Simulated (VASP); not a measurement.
Co:

```
Co
1.0
     2.47056    0.00000    0.00000
    -1.23528    2.13957    0.00000
     0.00000    0.00000    8.08823
Co
4
Direct
  0.66667 0.33333 0.75000
  0.00000 0.00000 0.50000
  0.33333 0.66667 0.25000
  0.00000 0.00000 0.00000
```

Base run:

| Quantity | Value |
| --- | --- |
| Program | VASP 6.6.1 |
| Functional | PBE |
| Potentials or basis | VASP PAW PBE potentials, release 64 (Co) |
| Cutoff | 520 eV |
| k mesh | 10 × 10 × 3 |
| Occupations | fermi-dirac, width 0.05 eV |
| Spin | collinear spin, ferromagnetic start |
| Starting moments | [2.5, 2.5, 2.5, 2.5] μB |
| Fixed moment | 10 μB |

Its results: pressure 26.4 GPa; site moments Co +2.44, +2.43 μB.

Problem. The run is repeated on the same cell with these changes: fixed moment from 10 μB to 8 μB; moments at the start from [2.5, 2.5, 2.5, 2.5] to [2.0, 2.0, 2.0, 2.0]. What comes out?

Solution. Pressure 11.4 GPa; site moments Co +2.00, +1.98 μB.

Caveats: the total moment is fixed, so each spin has its own Fermi level.
